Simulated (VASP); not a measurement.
Input of a VASP 6.6.1 run:

Contents of INCAR:

```
PREC = Accurate
ENCUT = 600
EDIFF = 1E-6
ISMEAR = -1
SIGMA = 0.05
LREAL = F
LASPH = T
NELM = 60
ALGO = Normal
ISIF = 3
LWAVE = F
LCHARG = F
IBRION = 2
NSW = 60
EDIFFG = -0.03
```

Contents of KPOINTS:

```
regular mesh
0
Gamma
  9 9 9
```

Contents of POSCAR:

```
Au
1.0
   -1.6572690000      1.6572690000      1.6572690000
    1.6572690000     -1.6572690000      1.6572690000
    1.6572690000      1.6572690000     -1.6572690000
Au
1
Direct
    0.0000000000      0.0000000000      0.0000000000
```

Potentials or basis: VASP PAW LDA potentials, release 64 (Au).

The run is started by

```sh
$ cat potpaw_LDA.64/Au/POTCAR > POTCAR
$ mpirun -np 1 vasp_std > vasp.out
```

(1) Estimate the space group after relaxing (to 0.05 Å).

(2) Estimate the relaxed cell.

## Answers

(1) Im-3m (No. 229).

(2) a = 2.791 Å, b = 2.791 Å, c = 2.791 Å, α = 109.47°, β = 109.47°, γ = 109.47°.
